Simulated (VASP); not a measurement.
# SrO2F (Cmcm) in VASP: a series of runs, part 2 of 2

VASP 6.6.1. The steps go on from the part before.

**3. Single point, RPBE**

INCAR reads:

```
PREC = Accurate ; ENCUT = 520
EDIFF = 1E-6 ; ISMEAR = 1
SIGMA = 0.026 ; LREAL = F
LASPH = T ; NELM = 60
ALGO = Normal ; ISIF = 2
LWAVE = F ; LCHARG = F
GGA = RP ; NBANDS = 39
```

KPOINTS reads:

```
regular mesh
0
Gamma
  5 5 3
```

POSCAR reads:

```
SrO2F
1.0
    3.9414920000      0.0000000000      0.0000000000
    1.9707460000     -5.7534890000      0.0000000000
    0.0000000000      0.0000000000     -5.7519720000
Sr F O
2 2 4
Direct
    0.3120000000      0.3760000000      0.7500000000
    0.6880000000      0.6240000000      0.2500000000
    0.9840000000      0.0320000000      0.7500000000
    0.0160000000      0.9680000000      0.2500000000
    0.1180000000      0.7640000000      0.0000000000
    0.8820000000      0.2360000000      0.5000000000
    0.8820000000      0.2360000000      0.0000000000
    0.1180000000      0.7640000000      0.5000000000
```

Potentials or basis: VASP PAW PBE potentials, release 64 (Sr_sv, F, O).

Launch:

```
$ cat potpaw_PBE.64/Sr_sv/POTCAR potpaw_PBE.64/F/POTCAR potpaw_PBE.64/O/POTCAR > POTCAR
$ mpirun -np 1 vasp_std > vasp.out
```

OUTCAR:

```text
PREC = Accurate
   ENCUT = 520
   EDIFF = 1E-6
   ISMEAR = 1
   LREAL = F
   LASPH = T
   NELM = 60
   ISIF = 2
   GGA = RP

 ion  position               nearest neighbor table
   1  0.312  0.376  0.750-   6 2.57   7 2.57   6 2.57   7 2.57   5 2.66   8 2.66   3 2.79   3 2.79
                             2 3.77   2 3.77   2 3.77   2 3.77
   2  0.688  0.624  0.250-   5 2.57   8 2.57   5 2.57   8 2.57   7 2.66   6 2.66   4 2.79   4 2.79
                             1 3.77   1 3.77   1 3.77   1 3.77
   3  0.984  0.032  0.750-   6 1.86   7 1.86   1 2.79   1 2.79
   4  0.016  0.968  0.250-   5 1.86   8 1.86   2 2.79   2 2.79
   5  0.118  0.764  0.000-   4 1.86   2 2.57   2 2.57   1 2.66
   6  0.882  0.236  0.500-   3 1.86   1 2.57   1 2.57   2 2.66
   7  0.882  0.236  0.000-   3 1.86   1 2.57   1 2.57   2 2.66
   8  0.118  0.764  0.500-   4 1.86   2 2.57   2 2.57   1 2.66

  LATTYP: Found a base centered orthorhombic cell.
 ALAT       =     3.9414920000
 B/A-ratio  =     2.9194472550
 C/A-ratio  =     1.4593387479

  Lattice vectors:

 A1 = (   1.9707460000,   5.7534890000,   0.0000000000)
 A2 = (   1.9707460000,  -5.7534890000,   0.0000000000)
 A3 = (   0.0000000000,   0.0000000000,  -5.7519720000)

Analysis of symmetry for initial positions (statically):
=====================================================================
 Subroutine PRICEL returns:
 Original cell was already a primitive cell.

 Routine SETGRP: Setting up the symmetry group for a
 base centered orthorhombic supercell.

 Subroutine GETGRP returns: Found  8 space group operations
 (whereof  4 operations were pure point group operations)
 out of a pool of  8 trial point group operations.

The static configuration has the point symmetry C_2h.
 The point group associated with its full space group is D_2h.

Analysis of symmetry for dynamics (positions and initial velocities):
=====================================================================
[... 140 lines left out ...]
   LORBIT       =      0    0 simple, 1 ext, 2 COOP (PROOUT), +10 PAW based schemes
   GGA     = RP    functional components
   LHFCALC =     F    Hartree Fock is set to
   AEXX    =    0.0000 exact exchange contribution
   IVDW    =     0    specifies the selected vdW correction
   LEPSILON=     F    determine dielectric tensor
   LRPA    =     F    only Hartree local field effects (RPA)
 non-spin polarized calculation
 Methfessel and Paxton  Order N= 1 SIGMA  =   0.03
  energy-cutoff  :      520.00
  volume of cell :      130.44
 maximum number of plane-waves:      3531
 NGX is ok and might be reduce to    30
   NGX = 15   NGY = 23   NGZ = 21

 number of electron      57.9999983 magnetization

 Free energy of the ion-electron system (eV)
  ---------------------------------------------------
  ext. energy  EPLUGINS =         0.00000000
  ---------------------------------------------------
  free energy    TOTEN  =       -29.79708739 eV

  energy without entropy =      -29.79642956  energy(sigma->0) =      -29.79686811

 E-fermi :   0.7335     XC(G=0):  -8.5756

 val. band max:        0.7304913940   @ k =   0.0000   0.4000   0.3333
 cond. band min:       0.7460750553   @ k =  -0.2000   0.2000   0.0000
 fundamental gap:      0.0155836613
 Fermi energy:         0.7334532043

 k-point     1 :       0.0000    0.0000    0.0000
  band No.  band energies     occupation
      1     -32.9274      2.00000
      2     -32.8689      2.00000
      3     -23.1634      2.00000
      4     -22.7654      2.00000
      5     -16.7659      2.00000
      6     -16.4643      2.00000
[... 745 lines left out ...]
     38       7.7281      0.00000
     39       8.5480      0.00000

------------------------ aborting loop because EDIFF is reached ----------------------------------------

  FORCE on cell =-STRESS in cart. coord.  units (eV):
  Direction    XX          YY          ZZ          XY          YZ          ZX
  --------------------------------------------------------------------------------------
  -------------------------------------------------------------------------------------
  Total        1.5979639      2.7761858      7.8711831      0.0000000     -0.0000000      0.0000000
  in kB       19.6276750     34.0996879     96.6811695      0.0000000     -0.0000000      0.0000000
  external PRESSURE =      50.1361775 kB  Pullay stress =       0.0000000 kB

 VOLUME and BASIS-vectors are now :
 -----------------------------------------------------------------------------
  energy-cutoff  :      520.00
  volume of cell :      130.44
      direct lattice vectors                 reciprocal lattice vectors
     3.941492000  0.000000000  0.000000000     0.253711031  0.086903790  0.000000000
     1.970746000 -5.753489000  0.000000000     0.000000000 -0.173807580  0.000000000
     0.000000000  0.000000000 -5.751972000     0.000000000  0.000000000 -0.173853419

 POSITION                                       TOTAL-FORCE (eV/Angst)
 -----------------------------------------------------------------------------------
      1.97075     -2.16331     -4.31398        -0.000000      0.872217     -0.000000
      3.94149     -3.59018     -1.43799         0.000000     -0.872217     -0.000000
      3.94149     -0.18411     -4.31398        -0.000000     -0.296497     -0.000000
      1.97075     -5.56938     -1.43799         0.000000      0.296497     -0.000000
      1.97075     -4.39567      0.00000         0.000000      1.779066      0.575599
      3.94149     -1.35782     -2.87599         0.000000     -1.779066      0.575599
      3.94149     -1.35782      0.00000         0.000000     -1.779066     -0.575599
      1.97075     -4.39567     -2.87599         0.000000      1.779066     -0.575599
 -----------------------------------------------------------------------------------
    total drift:                                0.000000     -0.000000     -0.000000

  FREE ENERGIE OF THE ION-ELECTRON SYSTEM (eV)
  ---------------------------------------------------
  free  energy   TOTEN  =       -29.7970873875 eV

  energy  without entropy=      -29.7964295649  energy(sigma->0) =      -29.79686811
```

OSZICAR:

```text
N       E                     dE             d eps       ncg     rms          rms(c)
DAV:   1     0.401839553344E+03    0.40184E+03   -0.31385E+04  1404   0.141E+03
DAV:   2    -0.194503129070E+01   -0.40378E+03   -0.39112E+03  1801   0.331E+02
DAV:   3    -0.317862142562E+02   -0.29841E+02   -0.29545E+02  1944   0.862E+01
DAV:   4    -0.328270490932E+02   -0.10408E+01   -0.10384E+01  2092   0.131E+01
DAV:   5    -0.328591277295E+02   -0.32079E-01   -0.32077E-01  1827   0.156E+00    0.231E+01
DAV:   6    -0.314099743926E+02    0.14492E+01   -0.23288E+01  1758   0.270E+01    0.206E+01
DAV:   7    -0.296913798423E+02    0.17186E+01   -0.45478E+00  1586   0.132E+01    0.118E+01
DAV:   8    -0.297543329576E+02   -0.62953E-01   -0.53648E-01  1635   0.445E+00    0.252E+00
DAV:   9    -0.297819949741E+02   -0.27662E-01   -0.75338E-02  1837   0.170E+00    0.521E-01
DAV:  10    -0.297924588041E+02   -0.10464E-01   -0.12134E-02  1667   0.677E-01    0.242E-01
DAV:  11    -0.297960952288E+02   -0.36364E-02   -0.48471E-03  1551   0.412E-01    0.712E-02
DAV:  12    -0.297968689221E+02   -0.77369E-03   -0.98633E-04  1698   0.158E-01    0.333E-02
DAV:  13    -0.297970596098E+02   -0.19069E-03   -0.25375E-04  1624   0.763E-02    0.141E-02
DAV:  14    -0.297970825706E+02   -0.22961E-04   -0.35862E-05  1754   0.256E-02    0.423E-03
DAV:  15    -0.297970868021E+02   -0.42315E-05   -0.73196E-06  1561   0.113E-02    0.161E-03
DAV:  16    -0.297970873875E+02   -0.58541E-06   -0.12876E-06  1297   0.480E-03
   1 F= -.29797087E+02 E0= -.29796868E+02  d E =-.657823E-03
```

Run time: 1.9 min. Hardware: 1 thread of Intel Xeon Platinum 8259CL at 2.50GHz (Skylake/Cascade Lake), shared host; peak memory 0.28 GiB.

Results:

| Property | Result |
| --- | --- |
| Free energy | -29.7971 eV |
| Pressure | 5.0 GPa |
| Largest force | 1.870 eV/Å |
| Band gap on the k mesh | zero (bands 29 and 30 overlap by 0.13 eV) |

Forces on the atoms (eV/Å):
```
Sr   0.000  0.872  0.000
Sr   0.000 -0.872  0.000
F    0.000 -0.296  0.000
F    0.000  0.296  0.000
O    0.000  1.779  0.576
O    0.000 -1.779  0.576
O    0.000 -1.779 -0.576
O    0.000  1.779 -0.576
```

Stress tensor (GPa, compression positive):
```
1.96 0.00 0.00
0.00 3.41 0.00
0.00 0.00 9.67
```

Levels at points of the mesh, in eV from the Fermi level:
```
           k point  band 27  band 28  band 29  band 30  band 31  band 32
(0.00, 0.00, 0.00)    -0.92    -0.86    -0.30    -0.03     0.34     0.58
```

Caveat: the k points lie up to 0.36 Å⁻¹ apart; the PAW data sets were made with another functional, which shifts forces and pressure a little.

**4. Single point, PBE**

INCAR reads:

```
  ALGO = Normal
  EDIFF = 1E-6
  ENCUT = 520
  GGA = PE
  ISIF = 2
  ISMEAR = 1
  ISYM = 0
  LASPH = True
  LCHARG = False
  LREAL = False
  LWAVE = False
  NBANDS = 39
  NELM = 60
  PREC = Accurate
  SIGMA = 0.026
```

KPOINTS reads:

```
k-points
0
Gamma
  5 5 3
```

POSCAR is that of step 3.

Launch:

```
$ cat potpaw_PBE.64/Sr_sv/POTCAR potpaw_PBE.64/F/POTCAR potpaw_PBE.64/O/POTCAR > POTCAR
$ mpirun -np 1 vasp_std > vasp.out
```

Wall time 5.3 min (1 thread of Intel Xeon Platinum 8259CL at 2.50GHz (Skylake/Cascade Lake), shared host); peak memory 0.33 GiB.

It converged, with:

| Item | Value |
| --- | --- |
| Free energy | -32.1532 eV |
| Pressure | 2.0 GPa |
| Largest force | 1.759 eV/Å |
| Band gap on the k mesh | zero (bands 29 and 30 overlap by 0.14 eV) |

Forces in eV/Å, atoms in the order of the input:
```
Sr   0.000  0.866  0.000
Sr   0.000 -0.866  0.000
F    0.000 -0.301  0.000
F    0.000  0.301  0.000
O    0.000  1.677  0.527
O    0.000 -1.677  0.527
O    0.000 -1.678 -0.527
O    0.000  1.678 -0.527
```

Stress tensor (GPa, compression positive):
```
-0.19  0.00  0.00
 0.00  0.06  0.00
 0.00  0.00  6.11
```

Levels at points of the mesh, in eV from the Fermi level:
```
           k point  band 25  band 26  band 27  band 28  band 29  band 30  band 31  band 32  band 33  band 34
(0.00, 0.00, 0.00)    -1.20    -0.93    -0.91    -0.85    -0.29    -0.03     0.34     0.59     4.05     4.75
```

Caveat: the k points lie up to 0.36 Å⁻¹ apart; forces of over 1 eV/Å act on the atoms, so gaps and moduli don't describe the material at rest.
